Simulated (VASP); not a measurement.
# TaN (P-6m2) in VASP: single point with r2SCAN

Aim: the single point of TaN with r2SCAN.

Everything below comes from runs of VASP 6.6.1. Logs are shortened: lines on timing, memory, paths and dates and some standing lists are left out, and cuts for length are marked.

## (1) The cell of the first run

The structure is hexagonal, space group P-6m2 (No. 187). The conventional cell has a = 2.938 Å, b = 2.938 Å, c = 2.883 Å, α = 90.00°, β = 90.00°, γ = 120.00°. Within 3.0 Å of Ta (site symmetry -6m2) lie 6 N at 2.23 Å and 8 Ta at 2.88 to 2.94 Å. N (site symmetry -6m2) has 6 Ta at 2.23 Å and 8 N at 2.88 to 2.94 Å within 3.0 Å.

## (2) Single point, r2SCAN

File POSCAR:

```
TaN
1.0
    5.8760000043      0.0000000000      0.0000000000
   -2.9380000021      5.0887652763      0.0000000000
    0.0000000000      0.0000000000      5.7660000000
Ta N
8 8
Direct
    0.1666666667      0.3333333333      0.2500000000
    0.1666666667      0.3333333333      0.7500000000
    0.1666666667      0.8333333333      0.2500000000
    0.1666666667      0.8333333333      0.7500000000
    0.6666666667      0.3333333333      0.2500000000
    0.6666666667      0.3333333333      0.7500000000
    0.6666666667      0.8333333333      0.2500000000
    0.6666666667      0.8333333333      0.7500000000
    0.0000000000      0.0000000000      0.0000000000
    0.0000000000      0.0000000000      0.5000000000
    0.0000000000      0.5000000000      0.0000000000
    0.0000000000      0.5000000000      0.5000000000
    0.5000000000      0.0000000000      0.0000000000
    0.5000000000      0.0000000000      0.5000000000
    0.5000000000      0.5000000000      0.0000000000
    0.5000000000      0.5000000000      0.5000000000
```

File INCAR.step1:

```
SYSTEM = TaN
PREC = Accurate
ENCUT = 660
ISMEAR = -1
SIGMA = 0.1
LREAL = .False.
LASPH = .True.
NELM = 120
NBANDS = 78
GGA = PE
ALGO = Normal
EDIFF = 1E-5
LWAVE = .True.
LCHARG = .False.
GGA_COMPAT = .False.
```

File INCAR.step2:

```
SYSTEM = TaN
PREC = Accurate
ENCUT = 660
EDIFF = 1E-6
ISMEAR = -1
SIGMA = 0.1
LREAL = .False.
LASPH = .True.
NELM = 120
ALGO = Normal
ISIF = 2
LWAVE = .False.
LCHARG = .False.
METAGGA = R2SCAN
LMIXTAU = .True.
NBANDS = 78
ISTART = 1
GGA_COMPAT = .False.
```

File KPOINTS:

```
Automatic mesh
0
Gamma
  2 2 2
  0 0 0
```

Potentials or basis: VASP PAW PBE potentials, release 64 (Ta_pv, N).

On the command line:

```sh
$ cat potpaw_PBE.64/Ta_pv/POTCAR potpaw_PBE.64/N/POTCAR > POTCAR
$ cp INCAR.step1 INCAR
$ mpirun -np 1 vasp_std > vasp.out
$ cp INCAR.step2 INCAR
$ mpirun -np 1 vasp_std > vasp.out
```

OUTCAR:

```text
SYSTEM = TaN
   PREC = Accurate
   ENCUT = 660
   EDIFF = 1E-6
   ISMEAR = -1
   LREAL = .False.
   LASPH = .True.
   NELM = 120
   ISIF = 2
   METAGGA = R2SCAN
   ISTART = 1

 ion  position               nearest neighbor table
   1  0.167  0.333  0.250-   9 2.23  10 2.23  15 2.23  16 2.23  11 2.23  12 2.23   2 2.88   2 2.88
                             3 2.94   3 2.94   7 2.94   7 2.94   5 2.94   5 2.94
   2  0.167  0.333  0.750-   9 2.23  10 2.23  15 2.23  16 2.23  11 2.23  12 2.23   1 2.88   1 2.88
                             4 2.94   4 2.94   8 2.94   8 2.94   6 2.94   6 2.94
   3  0.167  0.833  0.250-  11 2.23  12 2.23  13 2.23  14 2.23   9 2.23  10 2.23   4 2.88   4 2.88
                             1 2.94   1 2.94   5 2.94   5 2.94   7 2.94   7 2.94
   4  0.167  0.833  0.750-  11 2.23  12 2.23  13 2.23  14 2.23   9 2.23  10 2.23   3 2.88   3 2.88
                             2 2.94   2 2.94   6 2.94   6 2.94   8 2.94   8 2.94
   5  0.667  0.333  0.250-  13 2.23  14 2.23  11 2.23  12 2.23  15 2.23  16 2.23   6 2.88   6 2.88
                             7 2.94   7 2.94   3 2.94   3 2.94   1 2.94   1 2.94
   6  0.667  0.333  0.750-  13 2.23  14 2.23  11 2.23  12 2.23  15 2.23  16 2.23   5 2.88   5 2.88
                             8 2.94   8 2.94   4 2.94   4 2.94   2 2.94   2 2.94
   7  0.667  0.833  0.250-  15 2.23  16 2.23   9 2.23  10 2.23  13 2.23  14 2.23   8 2.88   8 2.88
                             5 2.94   5 2.94   1 2.94   1 2.94   3 2.94   3 2.94
   8  0.667  0.833  0.750-  15 2.23  16 2.23   9 2.23  10 2.23  13 2.23  14 2.23   7 2.88   7 2.88
                             6 2.94   6 2.94   2 2.94   2 2.94   4 2.94   4 2.94
   9  0.000  0.000  0.000-   1 2.23   2 2.23   7 2.23   8 2.23   3 2.23   4 2.23
[... 14 lines left out ...]
 A1 = (   5.8760000043,   0.0000000000,   0.0000000000)
 A2 = (  -2.9380000021,   5.0887652763,   0.0000000000)
 A3 = (   0.0000000000,   0.0000000000,   5.7660000000)

Analysis of symmetry for initial positions (statically):
=====================================================================
 Subroutine PRICEL returns following result:

  LATTYP: Found a hexagonal cell.
 ALAT       =     2.9380000021
 C/A-ratio  =     0.9812797814

  Lattice vectors:

 A1 = (   2.9380000021,   0.0000000000,   0.0000000000)
 A2 = (  -1.4690000010,   2.5443826382,   0.0000000000)
 A3 = (   0.0000000000,   0.0000000000,   2.8830000000)

   8 primitive cells build up your supercell.

 Routine SETGRP: Setting up the symmetry group for a
 hexagonal supercell.

 Subroutine GETGRP returns: Found 12 space group operations
 (whereof 12 operations were pure point group operations)
 out of a pool of 24 trial point group operations.

The static configuration has the point symmetry D_3h.

[... 110 lines left out ...]
   POTIM  = 0.5000    time-step for ionic-motion
   TEBEG  =    0.0;   TEEND  =   0.0 temperature during run
   PSTRESS=    0.0 pullay stress
   NELECT =     128.0000    total number of electrons
   NUPDOWN=      -1.0000    fix difference up-down
   EMIN   =  10.00;   EMAX   =-10.00  energy-range for DOS
   EFERMI =   0.00;   METHOD = LEGACY
   ISMEAR =    -1;   SIGMA  =   0.10  broadening in eV -4-tet -1-fermi 0-gaus
   EFERMI_NEDOS =   21; number of points for ismear=-14 and -15
   IALGO  =     38    algorithm
   IMIX   =      4    mixing-type and parameters
     AMIX     =   0.40;   BMIX     =  1.00
     AMIX_MAG =   1.60;   BMIX_MAG =  1.00
  volume/ion in A,a.u.               =      10.78        72.72
  Fermi-wavevector in a.u.,A,eV,Ry     =   1.482365  2.801264 29.897531  2.197407
  Thomas-Fermi vector in A             =   2.596160
   LORBIT       =      0    0 simple, 1 ext, 2 COOP (PROOUT), +10 PAW based schemes
   METAGGA = R2SCAN    functional components
   LHFCALC =     F    Hartree Fock is set to
   AEXX    =    0.0000 exact exchange contribution
   IVDW    =     0    specifies the selected vdW correction
   LEPSILON=     F    determine dielectric tensor
   LRPA    =     F    only Hartree local field effects (RPA)
 non-spin polarized calculation
  energy-cutoff  :      660.00
  volume of cell :      172.41
 maximum number of plane-waves:      6661
 NGX is ok and might be reduce to    50
   NGX = 25   NGY = 25   NGZ = 25

 number of electron     127.9999986 magnetization

 Free energy of the ion-electron system (eV)
  ---------------------------------------------------
  ext. energy  EPLUGINS =         0.00000000
  ---------------------------------------------------
  free energy    TOTEN  =      -482.68042857 eV

  energy without entropy =     -482.63430299  energy(sigma->0) =     -482.65736578

 E-fermi :   8.1474     XC(G=0): -14.3450

 val. band max:        8.1280144986   @ k =   0.0000   0.0000   0.0000
 cond. band min:       9.1075204951   @ k =   0.0000   0.0000   0.5000
 fundamental gap:      0.9795059965
 Fermi energy:         8.1474026961

 k-point     1 :       0.0000    0.0000    0.0000
  band No.  band energies     occupation
      1     -28.8500      2.00000
      2     -28.7317      2.00000
      3     -28.7317      2.00000
      4     -28.7317      2.00000
      5     -28.5732      2.00000
      6     -28.5732      2.00000
[... 305 lines left out ...]
     75      10.6963      0.00000
     76      10.6963      0.00000
 [bands above 76 left out]

------------------------ aborting loop because EDIFF is reached ----------------------------------------

  FORCE on cell =-STRESS in cart. coord.  units (eV):
  Direction    XX          YY          ZZ          XY          YZ          ZX
  --------------------------------------------------------------------------------------
  -------------------------------------------------------------------------------------
  Total        2.5320834      2.5320834      1.6988189      0.0000000      0.0000000      0.0000000
  in kB       23.5298817     23.5298817     15.7866078      0.0000000      0.0000000      0.0000000
  external PRESSURE =      20.9487904 kB  Pullay stress =       0.0000000 kB

 VOLUME and BASIS-vectors are now :
 -----------------------------------------------------------------------------
  energy-cutoff  :      660.00
  volume of cell :      172.41
      direct lattice vectors                 reciprocal lattice vectors
     5.876000004  0.000000000  0.000000000     0.170183798  0.098255662  0.000000000
    -2.938000002  5.088765276  0.000000000     0.000000000  0.196511324  0.000000000
     0.000000000  0.000000000  5.766000000     0.000000000  0.000000000  0.173430454

 POSITION                                       TOTAL-FORCE (eV/Angst)
 -----------------------------------------------------------------------------------
      0.00000      1.69626      1.44150         0.000000      0.000000      0.000000
      0.00000      1.69626      4.32450         0.000000     -0.000000      0.000000
     -1.46900      4.24064      1.44150        -0.000000     -0.000000     -0.000000
     -1.46900      4.24064      4.32450         0.000000     -0.000000      0.000000
      2.93800      1.69626      1.44150         0.000000      0.000000      0.000000
      2.93800      1.69626      4.32450         0.000000      0.000000     -0.000000
[... 8 lines left out ...]
      1.46900      2.54438      0.00000        -0.000000      0.000000     -0.000000
      1.46900      2.54438      2.88300        -0.000000      0.000000     -0.000000
 -----------------------------------------------------------------------------------
    total drift:                               -0.000001      0.000000      0.000000

  FREE ENERGIE OF THE ION-ELECTRON SYSTEM (eV)
  ---------------------------------------------------
  free  energy   TOTEN  =      -482.6804285708 eV

  energy  without entropy=     -482.6343029908  energy(sigma->0) =     -482.65736578
```

OUTCAR.step1:

```text
SYSTEM = TaN
   PREC = Accurate
   ENCUT = 660
   ISMEAR = -1
   LREAL = .False.
   LASPH = .True.
   NELM = 120
[... 564 lines left out ...]
      2.93800      1.69626      4.32450        -0.000000     -0.000000      0.000000
[... 8 lines left out ...]
      1.46900      2.54438      0.00000         0.000000     -0.000000      0.000000
      1.46900      2.54438      2.88300         0.000000     -0.000000     -0.000000
 -----------------------------------------------------------------------------------
    total drift:                               -0.000001      0.000000      0.000000

  FREE ENERGIE OF THE ION-ELECTRON SYSTEM (eV)
  ---------------------------------------------------
  free  energy   TOTEN  =      -179.0438209356 eV

  energy  without entropy=     -178.9875389479  energy(sigma->0) =     -179.01567994
```

OSZICAR.step1:

```text
N       E                     dE             d eps       ncg     rms          rms(c)
DAV:   1     0.149358588912E+04    0.14936E+04   -0.79969E+04   624   0.209E+03
DAV:   2    -0.582892715610E+02   -0.15519E+04   -0.14935E+04   664   0.597E+02
DAV:   3    -0.195423998001E+03   -0.13713E+03   -0.13403E+03   768   0.166E+02
DAV:   4    -0.199168726470E+03   -0.37447E+01   -0.36969E+01   744   0.255E+01
DAV:   5    -0.199281804191E+03   -0.11308E+00   -0.11252E+00   760   0.380E+00    0.661E+01
DAV:   6    -0.179894793349E+03    0.19387E+02   -0.12795E+02   784   0.379E+01    0.305E+01
DAV:   7    -0.179200005958E+03    0.69479E+00   -0.67190E+00   752   0.905E+00    0.165E+01
DAV:   8    -0.179058602721E+03    0.14140E+00   -0.61783E-01   730   0.381E+00    0.105E+00
DAV:   9    -0.179043784540E+03    0.14818E-01   -0.95482E-02   784   0.970E-01    0.393E-01
DAV:  10    -0.179043992293E+03   -0.20775E-03   -0.79054E-03   748   0.465E-01    0.935E-02
DAV:  11    -0.179043822348E+03    0.16994E-03   -0.85857E-04   792   0.123E-01    0.289E-02
DAV:  12    -0.179043820936E+03    0.14128E-05   -0.44243E-05   608   0.297E-02
   1 F= -.17904382E+03 E0= -.17901568E+03  d E =-.562820E-01
```

Wall time 4.3 min (1 thread of AMD EPYC 9R45 (Zen 5), shared host); peak memory 0.38 GiB.

What came out:

```
Free energy            : -482.6804 eV
Pressure               : 2.1 GPa
Band gap on the k mesh : zero (filled and empty bands touch)
```

Stress tensor (GPa, compression positive):
```
2.35 0.00 0.00
0.00 2.35 0.00
0.00 0.00 1.58
```

Caveat: the k points lie up to 0.62 Å⁻¹ apart; the PAW data sets were made with another functional, which shifts forces and pressure a little; spin-orbit coupling is left out, which moves the levels of the heavy elements.
